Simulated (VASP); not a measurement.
Input of a VASP 6.6.1 run:

Contents of INCAR:

```
ALGO = Normal ; EDIFF = 1E-7
ENCUT = 520 ; GGA = PS
ISIF = 2 ; ISMEAR = -1
LASPH = True ; LCHARG = False
LREAL = False ; LWAVE = False
NBANDS = 32 ; NELM = 100
PREC = Accurate ; SIGMA = 0.1
```

KPOINTS

```
k-points
0
Gamma
  3 3 1
```

Contents of POSCAR:

```
Al12As
1.0
    5.7275650000      0.0000000000      0.0000000000
    2.8637820000      4.9602170000      0.0000000000
    0.0000000000      0.0000000000     17.6765370000
Al As
12 1
Direct
    0.1666684945      0.1666660955      0.0565721668
    0.6666715499      0.1666660955      0.0565721668
    0.1666709227      0.6666643818      0.0565721668
    0.6666739781      0.6666643818      0.0565721668
   -0.4886137600      0.5037279619      0.1640536266
    0.0192814235      0.4316545022      0.1975273777
   -0.5632796644      1.0084639442      0.1902861403
   -0.0444341511      0.9420757197      0.1837067973
   -0.7834770434      0.4504238423      0.3229308999
   -0.3051067333      0.4155060152      0.3302117377
   -0.7654593820      0.9509866201      0.3231119308
   -0.3468539832      0.9921944947      0.3289558356
   -0.1278606842      0.6425525335      0.4267917409
```

Potentials or basis: VASP PAW PBE potentials, release 64 (Al, As).

Run with:

```sh
$ cat potpaw_PBE.64/Al/POTCAR potpaw_PBE.64/As/POTCAR > POTCAR
$ mpirun -np 1 vasp_std > vasp.out
```

Q: Estimate the largest force.

A: 2.444 eV/Å.

Q: Estimate the band gap on the k mesh.

A: Zero (an odd number of electrons rules out a gap without spin polarisation).

Forces on the atoms (eV/Å):
```
Al  -0.231  0.174 -0.119
Al  -0.100 -0.458 -0.698
Al  -0.464  0.010 -0.590
Al   0.801  0.393 -0.547
Al  -0.337 -0.297  2.402
Al  -1.346  1.209 -0.768
Al   1.064 -1.340 -0.142
Al   0.299  0.304  0.882
Al  -0.058  0.709  0.730
Al   1.008  0.610 -0.040
Al  -1.294 -0.136 -0.207
Al   1.059 -0.958  0.038
As  -0.402 -0.219 -0.941
```

Caveat: the k points lie up to 0.42 Å⁻¹ apart, too coarse for converged energies and pressures of a metal; the atoms stand as in a frame of molecular dynamics; there is no dipole correction, which matters where the two faces differ; the PAW data sets were made with another functional, which shifts forces and pressure a little.
